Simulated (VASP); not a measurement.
Write the native input for VASP 6.6.1 that does the following.

* Task: single point
* Functional: LDA
* Potentials or basis: VASP PAW LDA potentials, release 64 (Mn_pv, O)
* Cutoff: 520 eV
* k mesh: 11 × 11 × 6
* Occupations: fermi-dirac, width 0.05 eV
* Spin: collinear spin, ferromagnetic start
* Starting moments: [4.0, 0.0, 0.0] μB
* Dipole correction: no
* Further INCAR settings: ALGO = Normal; EDIFF = 1e-07; NBANDS = 24

The structure of MnO2 lies in POSCAR:

```
MnO2
1.0
    2.8138911508      0.0000000000      0.0000000000
   -1.4069455754      2.4369012200      0.0000000000
    0.0000000000      0.0000000000      4.3806008853
Mn O
1 2
Direct
    0.0000000000      0.0000000000      0.5000000000
    0.3333333333      0.6666666667      0.7144707113
    0.6666666667      0.3333333333      0.2855292887
```

One way to write it, as run:

INCAR

```
SYSTEM = MnO2
PREC = Accurate
ENCUT = 520
EDIFF = 1E-7
ISMEAR = -1
SIGMA = 0.05
LREAL = .FALSE.
LASPH = .TRUE.
NELM = 150
ALGO = Normal
ISIF = 2
LWAVE = .FALSE.
LCHARG = .TRUE.
ISPIN = 2
MAGMOM = 4 0 0
LORBIT = 11
LMAXMIX = 4
GGA = CA
LELF = .TRUE.
LVHAR = .TRUE.
NBANDS = 24
```

KPOINTS

```
regular mesh
0
G
  11 11 6
  0 0 0
```

Potentials or basis: VASP PAW LDA potentials, release 64 (Mn_pv, O).

Run with:

```bash
$ cat potpaw_LDA.64/Mn_pv/POTCAR potpaw_LDA.64/O/POTCAR > POTCAR
$ mpirun -np 1 vasp_std > vasp.out
```

It gave:

| Property | Result |
| --- | --- |
| Pressure | 1.3 GPa |
| Largest force | 0.109 eV/Å |
| Band gap on the k mesh | 0.12 eV, indirect (least direct gap 0.15 eV) |
| Net moment | 2.99 μB per cell |
| Site moments | Mn +2.74; O +0.08 μB |
| Valence electrons inside the program's atomic spheres | Mn 11.89; O 4.99 |

Caveat: a cell with one magnetic atom can't hold antiferromagnetic order, which such compounds often take.

Run time: 77 s on 1 thread of AMD EPYC 9R45 96-Core Processor (Zen 5) (shared host), peak memory 0.18 GiB.
